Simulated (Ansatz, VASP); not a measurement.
# Two plane-wave programs on Sn2Pb

```
CELL_PARAMETERS angstrom
-2.09887 2.09887 5.03639
2.09887 -2.09887 5.03639
2.09887 2.09887 -5.03639
ATOMIC_POSITIONS crystal
Sn 0.32976 0.32976 0.00000
Sn 0.67024 0.67024 0.00000
Pb 0.00000 0.00000 0.00000
```

Alike in both runs: functional PBE; k mesh 6 × 6 × 6; occupations gaussian, width 0.2 eV; no spin polarisation.

Ansatz relaxed the structure, and its values are those at the end. VASP's run is a single point on that final structure, the one shown.

```csv
,VASP,Ansatz
version,VASP 6.6.1,Ansatz 0.2.0
potentials or method,"VASP PAW PBE potentials, release 64 (Sn_d, Pb_d), cutoff 520 eV","scalar-relativistic, plane waves, PAW"
valence electrons in the cell,42,42
```

Ansatz gave:

- gap on the k mesh at the Fermi level (eV): none
- pressure (GPa): -0.2
- rms of the force components (eV/Å): 0.006

Problem. What did VASP give for the same quantities?

Solution. gap on the k mesh at the Fermi level (eV): none; pressure (GPa): -0.2; rms of the force components (eV/Å): 0.005.

A gap of «none» marks a metal or a gap that the smearing closes. With one functional, cell and mesh, what is left measures potentials, basis and numerics.

Neither program's run includes spin-orbit coupling.
